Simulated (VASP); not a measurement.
Wanted: the native input for a VASP 6.6.1 run.

```
Task                   : single point
Functional             : PBEsol
Potentials or basis    : VASP PAW PBE potentials, release 64 (Rb_sv)
Cutoff                 : 520 eV
k mesh                 : 1 × 1 × 15
Occupations            : gaussian, width 0.05 eV
Spin                   : collinear spin, ferromagnetic start
Starting moments       : [0.5] μB
Dipole correction      : no
Further INCAR settings : ALGO = Fast; EDIFF = 1e-07; NBANDS = 14
```

The structure of Rb lies in POSCAR:

```
Rb
1.0
    9.0000000000      0.0000000000      0.0000000000
    0.0000000000      9.3000000000      0.0000000000
    0.0000000000      0.0000000000      4.3686651494
Rb
1
Direct
    0.5000000000      0.5000000000      0.0000000000
```

The input as run:

INCAR

```
SYSTEM = Rb
ALGO     = Fast           ! electronic algorithm
EDIFF    = 1E-7           ! SCF threshold, eV
ENCUT    = 520            ! plane-wave cutoff, eV
GGA      = PS             ! functional
ISIF     = 2              ! what is computed and relaxed
ISMEAR   = 0              ! smearing method
ISPIN    = 2              ! spin polarisation
LASPH    = .TRUE.         ! aspherical terms in the spheres
LCHARG   = .FALSE.        ! write CHGCAR
LORBIT   = 11             ! projections on sites
LREAL    = .FALSE.        ! projectors in reciprocal space
LWAVE    = .FALSE.        ! write WAVECAR
MAGMOM   = 0.5            ! initial moments
NBANDS   = 14             ! bands
NELM     = 150            ! most SCF steps
PREC     = Accurate       ! precision mode
SIGMA    = 0.05           ! smearing width, eV
```

KPOINTS

```
k-points
0
G
  1 1 15
  0 0 0
```

Potentials or basis: VASP PAW PBE potentials, release 64 (Rb_sv).

Run with:

```sh
$ cat potpaw_PBE.64/Rb_sv/POTCAR > POTCAR
$ mpirun -np 1 vasp_std > vasp.out
```

It gave:

| Quantity | Value |
| --- | --- |
| Net moment | 0.00 μB per cell |
| Valence electrons inside the program's atomic spheres | Rb 7.29 |

It took 2.9 min on 1 thread of Intel(R) Xeon(R) Platinum 8488C (Sapphire Rapids), with other jobs on the host, peak memory 0.5 GiB.
